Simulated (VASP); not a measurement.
# SiO2 (Stishovite) (P4_2/mnm) in VASP: further runs

SiO2 (Stishovite) is run at these levels: r2SCAN; tasks: single point.

Everything below comes from runs of VASP 6.6.1. Logs are shortened: lines on timing, memory, paths and dates and some standing lists are left out, and cuts for length are marked.

## 1. The cell of the first run

It takes space group P4_2/mnm (No. 136, tetragonal). Conventional cell: a = 4.185 Å, b = 4.185 Å, c = 2.669 Å, α = 90.00°, β = 90.00°, γ = 90.00°. Within 2.3 Å of Si (site symmetry mmm) lie 6 O at 1.76 to 1.81 Å. O (site symmetry m2m) has 3 Si at 1.76 to 1.81 Å and 1 O at 2.30 Å within 2.3 Å.

## 2. Single point, r2SCAN

POSCAR

```
SiO2
1.0
    4.1851380984      0.0000000000      0.0000000000
    0.0000000000      4.1851380984      0.0000000000
    0.0000000000      0.0000000000      2.6689486902
Si O
2 4
Direct
    0.0000000000      0.0000000000      0.0000000000
    0.5000000000      0.5000000000      0.5000000000
    0.3060983529      0.3060983529      0.0000000000
    0.1939016471      0.8060983529      0.5000000000
    0.6939016471      0.6939016471      0.0000000000
    0.8060983529      0.1939016471      0.5000000000
```

INCAR.step1

```
SYSTEM = SiO2
PREC = Accurate
ENCUT = 520
ISMEAR = 0
SIGMA = 0.02
LREAL = .False.
LASPH = .True.
NELM = 100
NBANDS = 25
GGA = PE
ALGO = Normal
EDIFF = 1E-4
LWAVE = .True.
LCHARG = .False.
```

INCAR.step2

```
SYSTEM = SiO2
PREC = Accurate
ENCUT = 520
EDIFF = 1E-7
ISMEAR = 0
SIGMA = 0.02
LREAL = .False.
LASPH = .True.
NELM = 100
ALGO = Normal
ISIF = 2
LWAVE = .False.
LCHARG = .True.
METAGGA = R2SCAN
LMIXTAU = .True.
LELF = .True.
LVHAR = .True.
NBANDS = 25
ISTART = 1
```

KPOINTS

```
Automatic mesh
0
Gamma
  6 6 8
  0 0 0
```

Potentials or basis: VASP PAW PBE potentials, release 64 (Si, O).

Started as:

```sh
$ cat potpaw_PBE.64/Si/POTCAR potpaw_PBE.64/O/POTCAR > POTCAR
$ cp INCAR.step1 INCAR
$ mpirun -np 1 vasp_std > vasp.out
$ cp INCAR.step2 INCAR
$ mpirun -np 1 vasp_std > vasp.out
```

OUTCAR:

```text
SYSTEM = SiO2
   PREC = Accurate
   ENCUT = 520
   EDIFF = 1E-7
   ISMEAR = 0
   LREAL = .False.
   LASPH = .True.
   NELM = 100
   ISIF = 2
   METAGGA = R2SCAN
   ISTART = 1

 ion  position               nearest neighbor table
   1  0.000  0.000  0.000-   4 1.76   6 1.76   4 1.76   6 1.76   5 1.81   3 1.81
   2  0.500  0.500  0.500-   3 1.76   5 1.76   3 1.76   5 1.76   4 1.81   6 1.81
   3  0.306  0.306  0.000-   2 1.76   2 1.76   1 1.81
   4  0.194  0.806  0.500-   1 1.76   1 1.76   2 1.81
   5  0.694  0.694  0.000-   2 1.76   2 1.76   1 1.81
   6  0.806  0.194  0.500-   1 1.76   1 1.76   2 1.81

  LATTYP: Found a simple tetragonal cell.
 ALAT       =     4.1851380984
 C/A-ratio  =     0.6377205787

  Lattice vectors:

 A1 = (   4.1851380984,   0.0000000000,   0.0000000000)
 A2 = (   0.0000000000,   4.1851380984,   0.0000000000)
 A3 = (   0.0000000000,   0.0000000000,   2.6689486902)

Analysis of symmetry for initial positions (statically):
=====================================================================
 Subroutine PRICEL returns:
 Original cell was already a primitive cell.

 Routine SETGRP: Setting up the symmetry group for a
 simple tetragonal supercell.

 Subroutine GETGRP returns: Found 16 space group operations
 (whereof  8 operations were pure point group operations)
 out of a pool of 16 trial point group operations.

The static configuration has the point symmetry D_2h.
 The point group associated with its full space group is D_4h.

Analysis of symmetry for dynamics (positions and initial velocities):
=====================================================================
 Subroutine PRICEL returns:
 Original cell was already a primitive cell.

 Routine SETGRP: Setting up the symmetry group for a
 simple tetragonal supercell.

 Subroutine GETGRP returns: Found 16 space group operations
 (whereof  8 operations were pure point group operations)
 out of a pool of 16 trial point group operations.

The dynamic configuration has the point symmetry D_2h.
 The point group associated with its full space group is D_4h.

 Subroutine INISYM returns: Found 16 space group operations
 (whereof  8 operations are pure point group operations),
 and found     1 'primitive' translations

----------------------------------------------------------------------------------------

                                     Primitive cell

  volume of cell :      46.7477

  direct lattice vectors                    reciprocal lattice vectors
     4.185138098  0.000000000  0.000000000     0.238940741  0.000000000  0.000000000
     0.000000000  4.185138098  0.000000000     0.000000000  0.238940741  0.000000000
     0.000000000  0.000000000  2.668948690     0.000000000  0.000000000  0.374679365

  length of vectors
     4.185138098  4.185138098  2.668948690     0.238940741  0.238940741  0.374679365

  position of ions in fractional coordinates (direct lattice)
     0.000000000  0.000000000  0.000000000
     0.500000000  0.500000000  0.500000000
     0.306098353  0.306098353  0.000000000
     0.193901647  0.806098353  0.500000000
     0.693901647  0.693901647  0.000000000
     0.806098353  0.193901647  0.500000000

  ion indices of the primitive-cell ions
   primitive index   ion index
                 1           1
                 2           2
                 3           3
                 4           4
                 5           5
                 6           6

----------------------------------------------------------------------------------------

 KPOINTS: Automatic mesh

Automatic generation of k-mesh.
 Grid dimensions read from file:
 generate k-points for:    6    6    8

 Generating k-lattice:

  Cartesian coordinates                     Fractional coordinates (reciprocal lattice)
     0.039823457  0.000000000  0.000000000     0.166666667  0.000000000  0.000000000
     0.000000000  0.039823457  0.000000000     0.000000000  0.166666667  0.000000000
     0.000000000  0.000000000  0.046834921     0.000000000  0.000000000  0.125000000

  Length of vectors
     0.039823457  0.039823457  0.046834921

  Shift w.r.t. Gamma in fractional coordinates (k-lattice)
     0.000000000  0.000000000  0.000000000

 Subroutine IBZKPT returns following result:
 ===========================================

 Found     50 irreducible k-points:

 Following reciprocal coordinates:
            Coordinates               Weight
  0.000000  0.000000  0.000000      1.000000
  0.166667  0.000000  0.000000      4.000000
  0.333333  0.000000  0.000000      4.000000
  0.500000  0.000000  0.000000      2.000000
  0.166667  0.166667  0.000000      4.000000
  0.333333  0.166667  0.000000      8.000000
[... 16 lines left out ...]
  0.333333  0.000000  0.250000      8.000000
  0.500000  0.000000  0.250000      4.000000
 [... further k-points ...]
   k-points           NKPTS =     50   k-points in BZ     NKDIM =     50   number of bands    NBANDS=     25
   number of dos      NEDOS =    301   number of ions     NIONS =      6
   total plane-waves  NPLWV =  20480
   dimension x,y,z NGX =    32 NGY =   32 NGZ =   20
   dimension x,y,z NGXF=    64 NGYF=   64 NGZF=   40
   ions per type =               2   4
   NGX,Y,Z   is equivalent  to a cutoff of  12.71, 12.71, 12.46 a.u.
   NGXF,Y,Z  is equivalent  to a cutoff of  25.42, 25.42, 24.92 a.u.
 SYSTEM =  SiO2
   PREC   = accura    normal or accurate (medium, high low for compatibility)
   ISTART =      1    job   : 0-new  1-cont  2-samecut
   ICHARG =      0    charge: 1-file 2-atom 10-const
   ISPIN  =      1    spin polarized calculation?
   LNONCOLLINEAR =      F non collinear calculations
   LSORBIT =      F    spin-orbit coupling
   LASPH  =      T    aspherical Exc in radial PAW
   ENCUT  =  520.0 eV  38.22 Ry    6.18 a.u.   7.78  7.78  4.96*2*pi/ulx,y,z
   NELM   =    100;   NELMIN=  2; NELMDL=  0     # of ELM steps
   EDIFF  = 0.1E-06   stopping-criterion for ELM
   LREAL  =      F    real-space projection
   EDIFFG = 0.1E-05   stopping-criterion for IOM
   NSW    =      0    number of steps for IOM
   IBRION =     -1    ionic relax: 0-MD 1-quasi-New 2-CG
   NFREE  =      0    steps in history (QN), initial steepest desc. (CG)
   ISIF   =      2    stress and relaxation
   ISYM   =      2    0-nonsym 1-usesym 2-fastsym
   POTIM  = 0.5000    time-step for ionic-motion
   TEBEG  =    0.0;   TEEND  =   0.0 temperature during run
   PSTRESS=    0.0 pullay stress
   NELECT =      32.0000    total number of electrons
   NUPDOWN=      -1.0000    fix difference up-down
   EMIN   =  10.00;   EMAX   =-10.00  energy-range for DOS
   EFERMI =   0.00;   METHOD = LEGACY
   ISMEAR =     0;   SIGMA  =   0.02  broadening in eV -4-tet -1-fermi 0-gaus
   EFERMI_NEDOS =   21; number of points for ismear=-14 and -15
   IALGO  =     38    algorithm
   IMIX   =      4    mixing-type and parameters
     AMIX     =   0.40;   BMIX     =  1.00
     AMIX_MAG =   1.60;   BMIX_MAG =  1.00
  volume/ion in A,a.u.               =       7.79        52.58
  Fermi-wavevector in a.u.,A,eV,Ry     =   1.442796  2.726489 28.322702  2.081660
  Thomas-Fermi vector in A             =   2.561276
   LORBIT       =      0    0 simple, 1 ext, 2 COOP (PROOUT), +10 PAW based schemes
   METAGGA = R2SCAN    functional components
   LHFCALC =     F    Hartree Fock is set to
   AEXX    =    0.0000 exact exchange contribution
   IVDW    =     0    specifies the selected vdW correction
   LEPSILON=     F    determine dielectric tensor
   LRPA    =     F    only Hartree local field effects (RPA)
 non-spin polarized calculation
 Gauss-broadening in eV      SIGMA  =   0.02
  energy-cutoff  :      520.00
  volume of cell :       46.75
 maximum number of plane-waves:      1282
 NGX is ok and might be reduce to    32
   NGX = 15   NGY = 15   NGZ =  9

 number of electron      31.9999977 magnetization

 Free energy of the ion-electron system (eV)
  ---------------------------------------------------
  ext. energy  EPLUGINS =         0.00000000
  ---------------------------------------------------
  free energy    TOTEN  =       -58.78562542 eV

  energy without entropy =      -58.78562542  energy(sigma->0) =      -58.78562542

 E-fermi :   7.9967     XC(G=0): -12.8665

 val. band max:        7.7880982863   @ k =   0.0000   0.0000   0.0000
 cond. band min:      14.2964251635   @ k =   0.0000   0.0000   0.0000
 fundamental gap:      6.5083268772
 Fermi energy:         7.9967171482

 k-point     1 :       0.0000    0.0000    0.0000
  band No.  band energies     occupation
      1     -15.7434      2.00000
      2     -12.1599      2.00000
      3     -12.1599      2.00000
      4     -11.9005      2.00000
      5      -3.2431      2.00000
      6       1.2826      2.00000
[... 17 lines left out ...]
     24      23.3009      0.00000
     25      24.7699      0.00000

 k-point     2 :       0.1667    0.0000    0.0000
  band No.  band energies     occupation
      1     -15.5970      2.00000
      2     -12.7901      2.00000
      3     -12.0878      2.00000
      4     -11.5761      2.00000
      5      -3.0366      2.00000
      6       0.5286      2.00000
[... 17 lines left out ...]
     24      22.6752      0.00000
     25      24.5854      0.00000

 k-point     3 :       0.3333    0.0000    0.0000
  band No.  band energies     occupation
      1     -15.1701      2.00000
      2     -13.6647      2.00000
      3     -11.8947      2.00000
      4     -11.4950      2.00000
      5      -2.4752      2.00000
      6      -0.6099      2.00000
[... 17 lines left out ...]
     24      22.8410      0.00000
     25      23.8881      0.00000

 k-point     4 :       0.5000    0.0000    0.0000
  band No.  band energies     occupation
      1     -14.5007      2.00000
      2     -14.5007      2.00000
      3     -11.6543      2.00000
      4     -11.6543      2.00000
      5      -1.6465      2.00000
      6      -1.6465      2.00000
[... 17 lines left out ...]
     24      22.5174      0.00000
     25      23.9609      0.00000

 k-point     5 :       0.1667    0.1667    0.0000
  band No.  band energies     occupation
      1     -15.4547      2.00000
      2     -12.9707      2.00000
      3     -12.2489      2.00000
      4     -11.4868      2.00000
      5      -2.8070      2.00000
      6       0.4280      2.00000
[... 17 lines left out ...]
     24      22.4799      0.00000
     25      24.4700      0.00000

 k-point     6 :       0.3333    0.1667    0.0000
  band No.  band energies     occupation
      1     -15.0409      2.00000
      2     -13.6323      2.00000
      3     -12.1355      2.00000
      4     -11.5691      2.00000
      5      -2.2000      2.00000
      6      -0.3870      2.00000
[... 17 lines left out ...]
     24      22.6323      0.00000
     25      24.0646      0.00000
[... 393 lines left out ...]
 k-point    21 :       0.0000    0.0000    0.2500
  band No.  band energies     occupation
      1     -14.9395      2.00000
      2     -11.9414      2.00000
      3     -11.7905      2.00000
      4     -11.7905      2.00000
      5      -2.9507      2.00000
      6       0.9251      2.00000
[... 17 lines left out ...]
     24      22.9855      0.00000
     25      23.1323      0.00000

 k-point    22 :       0.1667    0.0000    0.2500
  band No.  band energies     occupation
      1     -14.8072      2.00000
      2     -12.4255      2.00000
      3     -11.7471      2.00000
      4     -11.5440      2.00000
      5      -2.6800      2.00000
      6       0.4397      2.00000
[... 17 lines left out ...]
     24      22.6434      0.00000
     25      23.0467      0.00000

 k-point    23 :       0.3333    0.0000    0.2500
  band No.  band energies     occupation
      1     -14.4245      2.00000
      2     -13.1269      2.00000
      3     -11.6366      2.00000
      4     -11.4546      2.00000
      5      -1.9674      2.00000
      6      -0.1453      2.00000
[... 17 lines left out ...]
     24      21.8185      0.00000
     25      22.7282      0.00000

 k-point    24 :       0.5000    0.0000    0.2500
  band No.  band energies     occupation
      1     -13.8363      2.00000
      2     -13.8363      2.00000
      3     -11.5133      2.00000
      4     -11.5133      2.00000
      5      -1.0371      2.00000
      6      -1.0371      2.00000
[... 17 lines left out ...]
     24      21.8271      0.00000
     25      22.6209      0.00000

 [... further k-points ...]
[... 5 lines left out ...]
  --------------------------------------------------------------------------------------
  -------------------------------------------------------------------------------------
  Total        0.0316232      0.0316232      0.2861275      0.0000000      0.0000000      0.0000000
  in kB        1.0838183      1.0838183      9.8064158      0.0000000      0.0000000      0.0000000
  external PRESSURE =       3.9913508 kB  Pullay stress =       0.0000000 kB

 VOLUME and BASIS-vectors are now :
 -----------------------------------------------------------------------------
  energy-cutoff  :      520.00
  volume of cell :       46.75
      direct lattice vectors                 reciprocal lattice vectors
     4.185138098  0.000000000  0.000000000     0.238940741  0.000000000  0.000000000
     0.000000000  4.185138098  0.000000000     0.000000000  0.238940741  0.000000000
     0.000000000  0.000000000  2.668948690     0.000000000  0.000000000  0.374679365

 POSITION                                       TOTAL-FORCE (eV/Angst)
 -----------------------------------------------------------------------------------
      0.00000      0.00000      0.00000         0.000000      0.000000      0.000000
      2.09257      2.09257      1.33447         0.000000      0.000000      0.000000
      1.28106      1.28106      0.00000        -0.014979     -0.014979     -0.000000
      0.81151      3.37363      1.33447         0.014979     -0.014979     -0.000000
      2.90407      2.90407      0.00000         0.014979      0.014979      0.000000
      3.37363      0.81151      1.33447        -0.014979      0.014979      0.000000
 -----------------------------------------------------------------------------------
    total drift:                                0.000000      0.000000      0.000000

  FREE ENERGIE OF THE ION-ELECTRON SYSTEM (eV)
  ---------------------------------------------------
  free  energy   TOTEN  =       -58.7856254160 eV

  energy  without entropy=      -58.7856254160  energy(sigma->0) =      -58.78562542
```

It took 2.3 min on 1 thread of Intel Xeon Platinum 8259CL at 2.50GHz (Skylake/Cascade Lake), shared host; peak memory 0.18 GiB.

What came out:

```yaml
Free_energy: -58.7856 eV
Pressure: 0.4 GPa
Largest_force: 0.021 eV/Å
Band_gap_on_the_k_mesh: 6.51 eV, direct
```

Forces on the atoms (eV/Å):
```
Si   0.000  0.000  0.000
Si   0.000  0.000  0.000
O   -0.015 -0.015  0.000
O    0.015 -0.015  0.000
O    0.015  0.015  0.000
O   -0.015  0.015  0.000
```

Levels at points of the mesh, in eV from the valence-band top:
```
           k point  band 13  band 14  band 15  band 16  band 17  band 18  band 19  band 20
(0.00, 0.00, 0.00)    -2.52    -0.88    -0.88     0.00     6.51     7.64     9.47     9.47
(0.50, 0.00, 0.00)    -2.72    -2.72    -1.08    -1.08     8.70     8.70    10.05    10.05
(0.50, 0.50, 0.00)    -2.68    -2.68    -2.32    -2.32     8.39     8.39    11.05    11.05
(0.00, 0.00, 0.50)    -3.10    -3.10    -2.71    -2.71    10.14    10.14    13.74    13.74
(0.50, 0.00, 0.50)    -2.31    -2.31    -1.80    -1.80     9.81     9.81    10.88    10.88
(0.50, 0.50, 0.50)    -1.78    -1.78    -1.60    -1.60     8.15     8.15    12.00    12.00
```

Caveat: the PAW data sets were made with another functional, which shifts forces and pressure a little.

## 3. Single point, r2SCAN (volume scaled by 0.88, then relaxed in part)

POSCAR

```
SiO2
1.0
    3.9877612462      0.0000000000      0.0000000000
    0.0000000000      3.9877612462      0.0000000000
    0.0000000000      0.0000000000      2.5869270570
Si O
2 4
Direct
    0.0000000000      0.0000000000      0.0000000000
    0.5000000000      0.5000000000      0.5000000000
    0.3022868117      0.3022868117      0.0000000000
    0.1977131883      0.8022868117      0.5000000000
    0.6977131883      0.6977131883      0.0000000000
    0.8022868117      0.1977131883      0.5000000000
```

INCAR.step1

```
SYSTEM = SiO2
PREC = Accurate
ENCUT = 520
ISMEAR = 0
SIGMA = 0.02
LREAL = .FALSE.
LASPH = .TRUE.
NELM = 100
NBANDS = 25
GGA = PE
ALGO = Normal
EDIFF = 1E-4
LWAVE = .TRUE.
LCHARG = .FALSE.
```

INCAR.step2

```
SYSTEM = SiO2
PREC = Accurate
ENCUT = 520
EDIFF = 1E-6
ISMEAR = 0
SIGMA = 0.02
LREAL = .FALSE.
LASPH = .TRUE.
NELM = 100
ALGO = Normal
ISIF = 2
LWAVE = .FALSE.
LCHARG = .FALSE.
METAGGA = R2SCAN
LMIXTAU = .TRUE.
NBANDS = 25
ISTART = 1
```

KPOINTS

```
regular mesh
0
G
  6 6 8
  0 0 0
```

Potentials or basis: VASP PAW PBE potentials, release 64 (Si, O).

Started as:

```sh
$ cat potpaw_PBE.64/Si/POTCAR potpaw_PBE.64/O/POTCAR > POTCAR
$ cp INCAR.step1 INCAR
$ mpirun -np 1 vasp_std > vasp.out
$ cp INCAR.step2 INCAR
$ mpirun -np 1 vasp_std > vasp.out
```

It took 3.7 min on 1 thread of AMD EPYC 7R43 (Zen 3), shared host; peak memory 0.13 GiB.

It converged, with:

| Item | Value |
| --- | --- |
| Free energy | -57.9357 eV |
| Pressure | 53.5 GPa |
| Largest force | 0.012 eV/Å |
| Band gap on the k mesh | 7.88 eV, direct |

Forces in eV/Å, atoms in the order of the input:
```
Si   0.000  0.000  0.000
Si   0.000  0.000  0.000
O   -0.008 -0.008  0.000
O    0.008 -0.008  0.000
O    0.008  0.008  0.000
O   -0.008  0.008  0.000
```

Stress tensor (GPa, compression positive):
```
53.12  0.00  0.00
 0.00 53.12  0.00
 0.00  0.00 54.18
```

Levels at points of the mesh, in eV from the valence-band top:
```
           k point  band 14  band 15  band 16  band 17  band 18  band 19
(0.00, 0.00, 0.00)    -1.00    -1.00     0.00     7.88     8.84    10.25
(0.50, 0.00, 0.00)    -3.02    -1.18    -1.18    10.08    10.08    11.03
(0.50, 0.50, 0.00)    -3.24    -2.77    -2.77     9.88     9.88    12.20
(0.00, 0.00, 0.50)    -3.92    -3.16    -3.16    11.94    11.94    15.05
(0.50, 0.00, 0.50)    -2.61    -2.16    -2.16    10.97    10.97    12.56
(0.50, 0.50, 0.50)    -1.96    -1.88    -1.88     9.64     9.64    13.13
```

Caveat: the PAW data sets were made with another functional, which shifts forces and pressure a little.

[end of part 1 of 2]
